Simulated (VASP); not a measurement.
# IrPt in VASP: a series of runs

IrPt is run at these levels: PBEsol; tasks: single point.

Program: VASP 6.6.1. These are calculated values, not measurements. Logs are shortened: lines on timing, memory, paths and dates and some standing lists are left out, and cuts for length are marked.

### Step 1. The cell of the first run

The cell holds a slab with vacuum, 4 atoms: a = 2.785 Å, b = 2.785 Å, c = 22.750 Å, α = 90.00°, β = 90.00°, γ = 60.00°.

### Step 2. Single point, PBEsol

INCAR

```
ALGO = Normal
DIPOL = 0.5 0.5 0.500
EDIFF = 1E-7
EFIELD = 0.1
ENCUT = 520
GGA = PS
IDIPOL = 3
ISIF = 2
ISMEAR = 0
LASPH = T
LCHARG = T
LDIPOL = T
LELF = T
LREAL = F
LVACPOTAV = T
LVHAR = T
LWAVE = F
NBANDS = 27
NELM = 80
PREC = Accurate
SIGMA = 0.1
```

KPOINTS

```
k-points
0
Gamma
  7 7 1
```

POSCAR

```
IrPt
1.0
    2.7848497978      0.0000000000      0.0000000000
    1.3924248967      2.4117506719      0.0000000000
    0.0000000000      0.0000000000     22.7495453800
Ir Pt
2 2
Direct
    0.0000000000      0.0000000000      0.3516553789
    0.6666666667      0.6666666667      0.5494482070
    0.3333333333      0.3333333333      0.4505517930
    0.0000000000      0.0000000000      0.6483446211
```

Potentials or basis: VASP PAW PBE potentials, release 64 (Ir, Pt).

Launch:

```bash
> cat potpaw_PBE.64/Ir/POTCAR potpaw_PBE.64/Pt/POTCAR > POTCAR
> mpirun -np 1 vasp_std > vasp.out
```

OUTCAR:

```text
EDIFF = 1E-7
   ENCUT = 520
   GGA = PS
   ISIF = 2
   ISMEAR = 0
   LASPH = T
   LREAL = F
   NELM = 80
   PREC = Accurate

 ion  position               nearest neighbor table
   1  0.000  0.000  0.352-   3 2.77   3 2.77   3 2.77
   2  0.667  0.667  0.549-   3 2.77   3 2.77   3 2.77   4 2.77   4 2.77   4 2.77
   3  0.333  0.333  0.451-   2 2.77   2 2.77   2 2.77   1 2.77   1 2.77   1 2.77
   4  0.000  0.000  0.648-   2 2.77   2 2.77   2 2.77

  LATTYP: Found a hexagonal cell.
 ALAT       =     2.7848497978
 C/A-ratio  =     8.1690385592

  Lattice vectors:

 A1 = (  -1.3924248967,  -2.4117506719,   0.0000000000)
 A2 = (   2.7848497978,   0.0000000000,   0.0000000000)
 A3 = (   0.0000000000,   0.0000000000,  22.7495453800)

Analysis of symmetry for initial positions (statically):
=====================================================================
 Subroutine PRICEL returns:
 Original cell was already a primitive cell.

 Routine SETGRP: Setting up the symmetry group for a
 hexagonal supercell.

 Subroutine GETGRP returns: Found  6 space group operations
 (whereof  6 operations were pure point group operations)
 out of a pool of 24 trial point group operations.

The static configuration has the point symmetry C_3v.

Analysis of symmetry for dynamics (positions and initial velocities):
=====================================================================
 An external electric field (EFIELD) may reduce the allowed symmetry operations
 Subroutine PRICEL returns:
 Original cell was already a primitive cell.

 Routine SETGRP: Setting up the symmetry group for a
 hexagonal supercell.

 Subroutine GETGRP returns: Found  6 space group operations
 (whereof  6 operations were pure point group operations)
 out of a pool of 24 trial point group operations.

The dynamic configuration has the point symmetry C_3v.

 Subroutine INISYM returns: Found  6 space group operations
 (whereof  6 operations are pure point group operations),
 and found     1 'primitive' translations

----------------------------------------------------------------------------------------

                                     Primitive cell

  volume of cell :     152.7942

  direct lattice vectors                    reciprocal lattice vectors
     2.784849798  0.000000000  0.000000000     0.359085794 -0.207318279  0.000000000
     1.392424897  2.411750672  0.000000000     0.000000000  0.414636559  0.000000000
     0.000000000  0.000000000 22.749545380     0.000000000  0.000000000  0.043956922

  length of vectors
     2.784849798  2.784849798 22.749545380     0.414636559  0.414636559  0.043956922

  position of ions in fractional coordinates (direct lattice)
     0.000000000  0.000000000  0.351655379
     0.666666667  0.666666667  0.549448207
     0.333333333  0.333333333  0.450551793
     0.000000000  0.000000000  0.648344621

  ion indices of the primitive-cell ions
   primitive index   ion index
                 1           1
                 2           2
                 3           3
                 4           4

----------------------------------------------------------------------------------------

 KPOINTS: k-points

Automatic generation of k-mesh.
 Grid dimensions read from file:
 generate k-points for:    7    7    1

 Generating k-lattice:

  Cartesian coordinates                     Fractional coordinates (reciprocal lattice)
     0.051297971 -0.029616897  0.000000000     0.142857143  0.000000000  0.000000000
     0.000000000  0.059233794  0.000000000     0.000000000  0.142857143  0.000000000
     0.000000000  0.000000000  0.043956922     0.000000000  0.000000000  1.000000000

  Length of vectors
     0.059233794  0.059233794  0.043956922

  Shift w.r.t. Gamma in fractional coordinates (k-lattice)
     0.000000000  0.000000000  0.000000000

 Subroutine IBZKPT returns following result:
 ===========================================

 Found      8 irreducible k-points:

 Following reciprocal coordinates:
            Coordinates               Weight
  0.000000  0.000000  0.000000      1.000000
  0.142857  0.000000  0.000000      6.000000
  0.285714 -0.000000  0.000000      6.000000
  0.428571  0.000000  0.000000      6.000000
  0.285714  0.142857  0.000000      6.000000
  0.428571  0.142857  0.000000     12.000000
 -0.428571  0.142857  0.000000      6.000000
 -0.428571  0.285714  0.000000      6.000000
   k-points           NKPTS =      8   k-points in BZ     NKDIM =      8   number of bands    NBANDS=     27
   number of dos      NEDOS =    301   number of ions     NIONS =      4
   total plane-waves  NPLWV = 103680
   dimension x,y,z NGX =    24 NGY =   24 NGZ =  180
   dimension x,y,z NGXF=    48 NGYF=   48 NGZF=  360
   ions per type =               2   2
   NGX,Y,Z   is equivalent  to a cutoff of  14.33, 14.33, 13.15 a.u.
   NGXF,Y,Z  is equivalent  to a cutoff of  28.65, 28.65, 26.31 a.u.
 SYSTEM =  unknown system
[... 49 lines left out ...]

 number of electron      38.0000001 magnetization

 dipolmoment           0.000000      0.000000      0.039519 electrons x Angstroem

 Free energy of the ion-electron system (eV)
  ---------------------------------------------------
  ext. energy  EPLUGINS =         0.00000000
  ---------------------------------------------------
  free energy    TOTEN  =       -31.22895408 eV

  energy without entropy =      -31.20223235  energy(sigma->0) =      -31.21559322

 E-fermi :   0.4908     XC(G=0):  -6.2007

 val. band max:        0.3956012914   @ k =   0.0000   0.0000   0.0000
 cond. band min:       0.4999516623   @ k =   0.4286   0.0000   0.0000
 fundamental gap:      0.1043503709
 Fermi energy:         0.4908231758

 k-point     1 :       0.0000    0.0000    0.0000
  band No.  band energies     occupation
      1      -9.3327      2.00000
      2      -7.9428      2.00000
      3      -6.7146      2.00000
      4      -6.6740      2.00000
      5      -3.3680      2.00000
      6      -3.3680      2.00000
[... 19 lines left out ...]
     26       5.8651      0.00000
     27       6.2887      0.00000

 k-point     2 :       0.1429    0.0000    0.0000
  band No.  band energies     occupation
      1      -8.6410      2.00000
      2      -7.2813      2.00000
      3      -6.0744      2.00000
      4      -6.0130      2.00000
      5      -3.9305      2.00000
      6      -3.7121      2.00000
[... 19 lines left out ...]
     26       6.3767      0.00000
     27       6.7654      0.00000

 k-point     3 :       0.2857   -0.0000    0.0000
  band No.  band energies     occupation
      1      -7.1152      2.00000
      2      -6.2056      2.00000
      3      -5.5079      2.00000
      4      -5.1864      2.00000
      5      -4.7914      2.00000
      6      -4.1001      2.00000
[... 19 lines left out ...]
     26       7.7039      0.00000
     27       8.2480      0.00000

 k-point     4 :       0.4286    0.0000    0.0000
  band No.  band energies     occupation
      1      -6.5228      2.00000
      2      -6.2425      2.00000
      3      -5.7561      2.00000
      4      -5.5846      2.00000
      5      -5.1926      2.00000
      6      -4.5566      2.00000
[... 19 lines left out ...]
     26       7.2185      0.00000
     27       8.1714      0.00000

 k-point     5 :       0.2857    0.1429    0.0000
  band No.  band energies     occupation
      1      -7.4502      2.00000
      2      -6.2749      2.00000
      3      -5.1475      2.00000
      4      -5.1062      2.00000
      5      -4.4413      2.00000
      6      -4.2584      2.00000
[... 19 lines left out ...]
     26       7.2963      0.00000
     27       7.7445      0.00000

 k-point     6 :       0.4286    0.1429    0.0000
  band No.  band energies     occupation
      1      -6.1571      2.00000
      2      -5.7541      2.00000
      3      -5.2678      2.00000
      4      -5.1418      2.00000
      5      -4.5975      2.00000
      6      -4.2108      2.00000
[... 19 lines left out ...]
     26       8.7144      0.00000
     27       9.1003      0.00000

 k-point     7 :      -0.4286    0.1429    0.0000
  band No.  band energies     occupation
      1      -6.0413      2.00000
      2      -5.9259      2.00000
      3      -5.4832      2.00000
      4      -5.0978      2.00000
      5      -4.8216      2.00000
      6      -4.4103      2.00000
[... 19 lines left out ...]
     26       7.0272      0.00000
     27       7.6342      0.00000

 k-point     8 :      -0.4286    0.2857    0.0000
  band No.  band energies     occupation
      1      -5.4220      2.00000
      2      -5.2421      2.00000
      3      -4.9320      2.00000
      4      -4.5199      2.00000
      5      -4.3892      2.00000
      6      -4.2362      2.00000
[... 19 lines left out ...]
     26       7.4899      0.00000
     27       8.3195      0.00000

------------------------ aborting loop because EDIFF is reached ----------------------------------------

  FORCE on cell =-STRESS in cart. coord.  units (eV):
  Direction    XX          YY          ZZ          XY          YZ          ZX
  --------------------------------------------------------------------------------------
  -------------------------------------------------------------------------------------
  Total       -8.8282590     -8.8282590     -5.1672464      0.0000000      0.0000000     -0.0000000
  in kB      -92.5718066    -92.5718067    -54.1829748      0.0000001      0.0000000     -0.0000000
  external PRESSURE =     -79.7755294 kB  Pullay stress =       0.0000000 kB

 VOLUME and BASIS-vectors are now :
 -----------------------------------------------------------------------------
  energy-cutoff  :      520.00
  volume of cell :      152.79
      direct lattice vectors                 reciprocal lattice vectors
     2.784849798  0.000000000  0.000000000     0.359085794 -0.207318279  0.000000000
     1.392424897  2.411750672  0.000000000     0.000000000  0.414636559  0.000000000
     0.000000000  0.000000000 22.749545380     0.000000000  0.000000000  0.043956922

 POSITION                                       TOTAL-FORCE (eV/Angst)
 -----------------------------------------------------------------------------------
      0.00000      0.00000      8.00000         0.000000      0.000000      1.018149
      2.78485      1.60783     12.49970        -0.000000     -0.000000     -0.691280
      1.39242      0.80392     10.24985        -0.000000      0.000000     -0.042270
      0.00000      0.00000     14.74955         0.000000      0.000000     -0.284599
 -----------------------------------------------------------------------------------
    total drift:                                0.000000      0.000000      0.000176

  FREE ENERGIE OF THE ION-ELECTRON SYSTEM (eV)
  ---------------------------------------------------
  free  energy   TOTEN  =       -31.2289540788 eV

  energy  without entropy=      -31.2022323543  energy(sigma->0) =      -31.21559322

 vacuum level on the upper side and lower side of the slab         5.876         6.618
```

Run time: 2.3 min. Hardware: 1 thread of Intel Xeon Platinum 8488C (Sapphire Rapids), shared host; peak memory 0.31 GiB.

What came out:

- Free energy: -31.2290 eV
- Largest force: 1.018 eV/Å
- Band gap on the k mesh: zero (bands 19 and 20 overlap by 1.44 eV)

Forces in eV/Å, atoms in the order of the input:
```
Ir   0.000  0.000  1.018
Ir   0.000  0.000 -0.691
Pt   0.000  0.000 -0.042
Pt   0.000  0.000 -0.285
```

Levels at points of the mesh, in eV from the Fermi level:
```tsv
k point	band 16	band 17	band 18	band 19	band 20	band 21	band 22	band 23
(0.00, 0.00, 0.00)	-1.48	-1.48	-1.14	-1.14	-0.48	-0.10	-0.10	0.46
```

Caveat: the k points lie up to 0.37 Å⁻¹ apart, too coarse for converged energies and pressures of a metal; the PAW data sets were made with another functional, which shifts forces and pressure a little; spin-orbit coupling is left out, which moves the levels of the heavy elements.

### Step 3. Single point, PBEsol

INCAR

```
  PREC = Accurate
  ENCUT = 520
  EDIFF = 1E-6
  ISMEAR = 0
  SIGMA = 0.1
  LREAL = F
  LASPH = T
  NELM = 80
  ALGO = Normal
  ISIF = 2
  LWAVE = F
  LCHARG = T
  LDIPOL = T
  IDIPOL = 3
  DIPOL = 0.5 0.5 0.500
  GGA = PS
  LELF = T
  LVHAR = T
  LVACPOTAV = T
  EFIELD = 0.05
  NBANDS = 27
```

KPOINTS

```
Automatic mesh
0
Gamma
  7 7 1
```

POSCAR is that of step 2.

Potentials or basis: VASP PAW PBE potentials, release 64 (Ir, Pt).

Launch:

```bash
> cat potpaw_PBE.64/Ir/POTCAR potpaw_PBE.64/Pt/POTCAR > POTCAR
> mpirun -np 1 vasp_std > vasp.out
```

Run time: 1.7 min. Hardware: 1 thread of Intel Xeon Platinum 8488C (Sapphire Rapids), shared host; peak memory 0.31 GiB.

The run converged. Its results:

```yaml
Free_energy: -31.2274 eV
Largest_force: 1.017 eV/Å
Band_gap_on_the_k_mesh: zero (bands 19 and 20 overlap by 1.44 eV)
```

Forces on the atoms (eV/Å):
```
Ir   0.000  0.000  1.017
Ir   0.000  0.000 -0.690
Pt   0.000  0.000 -0.041
Pt   0.000  0.000 -0.286
```

Levels at points of the mesh, in eV from the Fermi level:
```csv
k point,band 16,band 17,band 18,band 19,band 20,band 21,band 22,band 23
"(0.00, 0.00, 0.00)",-1.48,-1.48,-1.14,-1.14,-0.48,-0.10,-0.10,0.46
```

Caveat: the k points lie up to 0.37 Å⁻¹ apart, too coarse for converged energies and pressures of a metal; the PAW data sets were made with another functional, which shifts forces and pressure a little; spin-orbit coupling is left out, which moves the levels of the heavy elements.

### Step 4. Single point, PBEsol

INCAR

```
SYSTEM = IrPt
PREC = Accurate
ENCUT = 520
EDIFF = 1E-6
ISMEAR = 0
SIGMA = 0.1
LREAL = .False.
LASPH = .True.
NELM = 60
ALGO = Normal
ISIF = 2
LWAVE = .False.
LCHARG = .False.
LDIPOL = .True.
IDIPOL = 3
DIPOL = 0.5 0.5 0.500
GGA = PS
NBANDS = 27
```

KPOINTS

```
regular mesh
0
Gamma
  7 7 1
  0 0 0
```

POSCAR is that of step 3.

Launch:

```bash
> cat potpaw_PBE.64/Ir/POTCAR potpaw_PBE.64/Pt/POTCAR > POTCAR
> mpirun -np 1 vasp_std > vasp.out
```

Wall time 2.5 min (1 thread of Intel Xeon Platinum 8488C (Sapphire Rapids), shared host); peak memory 0.32 GiB.

It converged, with:

- Free energy: -31.2269 eV
- Largest force: 1.017 eV/Å
- Band gap on the k mesh: zero (bands 19 and 20 overlap by 1.44 eV)

Forces on the atoms (eV/Å):
```
Ir   0.000  0.000  1.017
Ir   0.000  0.000 -0.689
Pt   0.000  0.000 -0.041
Pt   0.000  0.000 -0.287
```

Levels at points of the mesh, in eV from the Fermi level:
```csv
k point,band 15,band 16,band 17,band 18,band 19,band 20,band 21,band 22,band 23,band 24
"(0.00, 0.00, 0.00)",-2.57,-1.48,-1.48,-1.14,-1.14,-0.48,-0.10,-0.10,0.46,0.46
```

Caveat: the k points lie up to 0.37 Å⁻¹ apart, too coarse for converged energies and pressures of a metal; the PAW data sets were made with another functional, which shifts forces and pressure a little; spin-orbit coupling is left out, which moves the levels of the heavy elements.

### Step 5. Single point, PBEsol

INCAR

```
SYSTEM = IrPt
  PREC = Accurate
  ENCUT = 520
  EDIFF = 1E-7
  ISMEAR = 0
  SIGMA = 0.1
  LREAL = .FALSE.
  LASPH = .TRUE.
  NELM = 60
  ALGO = Normal
  ISIF = 2
  LWAVE = .FALSE.
  LCHARG = .TRUE.
  LDIPOL = .TRUE.
  IDIPOL = 3
  DIPOL = 0.5 0.5 0.500
  GGA = PS
  LELF = .TRUE.
  LVHAR = .TRUE.
  LVACPOTAV = .TRUE.
  NBANDS = 27
  EFIELD = -0.05
```

KPOINTS

```
Automatic mesh
0
G
  7 7 1
  0 0 0
```

POSCAR is that of step 4.

Launch:

```bash
> cat potpaw_PBE.64/Ir/POTCAR potpaw_PBE.64/Pt/POTCAR > POTCAR
> mpirun -np 1 vasp_std > vasp.out
```

Run time: 1.8 min. Hardware: 1 thread of Intel Xeon Platinum 8488C (Sapphire Rapids), shared host; peak memory 0.32 GiB.

Results (log left out):

* Free energy: -31.2272 eV
* Largest force: 1.016 eV/Å
* Band gap on the k mesh: zero (bands 19 and 20 overlap by 1.44 eV)

Forces in eV/Å, atoms in the order of the input:
```
Ir   0.000  0.000  1.016
Ir   0.000  0.000 -0.688
Pt   0.000  0.000 -0.040
Pt   0.000  0.000 -0.288
```

Levels at points of the mesh, in eV from the Fermi level:
```
           k point  band 17  band 18  band 19  band 20  band 21  band 22
(0.00, 0.00, 0.00)    -1.48    -1.14    -1.14    -0.48    -0.10    -0.10
```

Caveat: the k points lie up to 0.37 Å⁻¹ apart, too coarse for converged energies and pressures of a metal; the PAW data sets were made with another functional, which shifts forces and pressure a little; spin-orbit coupling is left out, which moves the levels of the heavy elements.

### Step 6. Single point, PBEsol

INCAR

```
SYSTEM = IrPt
PREC     = Accurate       ! precision mode
ENCUT    = 520            ! plane-wave cutoff, eV
EDIFF    = 1E-6           ! SCF threshold, eV
ISMEAR   = 0              ! smearing method
SIGMA    = 0.1            ! smearing width, eV
LREAL    = .FALSE.        ! projectors in reciprocal space
LASPH    = .TRUE.         ! aspherical terms in the spheres
NELM     = 80             ! most SCF steps
ALGO     = Normal         ! electronic algorithm
ISIF     = 2              ! what is computed and relaxed
LWAVE    = .FALSE.        ! write WAVECAR
LCHARG   = .FALSE.        ! write CHGCAR
LDIPOL   = .TRUE.       
IDIPOL   = 3            
DIPOL    = 0.5 0.5 0.500
GGA      = PS             ! functional
NBANDS   = 27             ! bands
EFIELD   = -0.1
```

KPOINTS is that of step 5.

POSCAR is that of step 5.

Potentials or basis: VASP PAW PBE potentials, release 64 (Ir, Pt).

Launch:

```bash
> cat potpaw_PBE.64/Ir/POTCAR potpaw_PBE.64/Pt/POTCAR > POTCAR
> mpirun -np 1 vasp_std > vasp.out
```

Run time: 2 min. Hardware: 1 thread of Intel Xeon Platinum 8488C (Sapphire Rapids), shared host; peak memory 0.32 GiB.

The run converged. Its results:

```yaml
Free_energy: -31.2285 eV
Largest_force: 1.015 eV/Å
Band_gap_on_the_k_mesh: zero (bands 19 and 20 overlap by 1.44 eV)
```

Forces in eV/Å, atoms in the order of the input:
```
Ir   0.000  0.000  1.015
Ir   0.000  0.000 -0.687
Pt   0.000  0.000 -0.040
Pt   0.000  0.000 -0.288
```

Levels at points of the mesh, in eV from the Fermi level:
| k point | band 15 | band 16 | band 17 | band 18 | band 19 | band 20 | band 21 | band 22 | band 23 | band 24 |
| --- | --- | --- | --- | --- | --- | --- | --- | --- | --- | --- |
| (0.00, 0.00, 0.00) | -2.57 | -1.48 | -1.48 | -1.14 | -1.14 | -0.48 | -0.10 | -0.10 | 0.46 | 0.46 |

Caveat: the k points lie up to 0.37 Å⁻¹ apart, too coarse for converged energies and pressures of a metal; the PAW data sets were made with another functional, which shifts forces and pressure a little; spin-orbit coupling is left out, which moves the levels of the heavy elements.

### Step 7. The runs side by side

```tsv
electric field (eV/Å)	gap on the mesh (eV)	largest force (eV/Å)
0.1 eV/Å	none	1.02
0.05 eV/Å	none	1.02
-	none	1.02
-0.05 eV/Å	none	1.02
-0.1 eV/Å	none	1.02
```

Alike in all rows: task single point; level PBEsol; potentials or basis VASP PAW PBE potentials, release 64 (Ir, Pt); no spin polarisation; cell as given; k mesh 7 × 7 × 1; cutoff (eV) 520; smearing gaussian 0.1 eV.

Caveats: all runs use coarse meshes; the PAW data sets were made with another functional, which shifts forces and pressure a little; spin-orbit coupling is left out, which moves the levels of the heavy elements.

Total energies depend on the potentials used, so only differences within one code and one set of settings carry meaning.
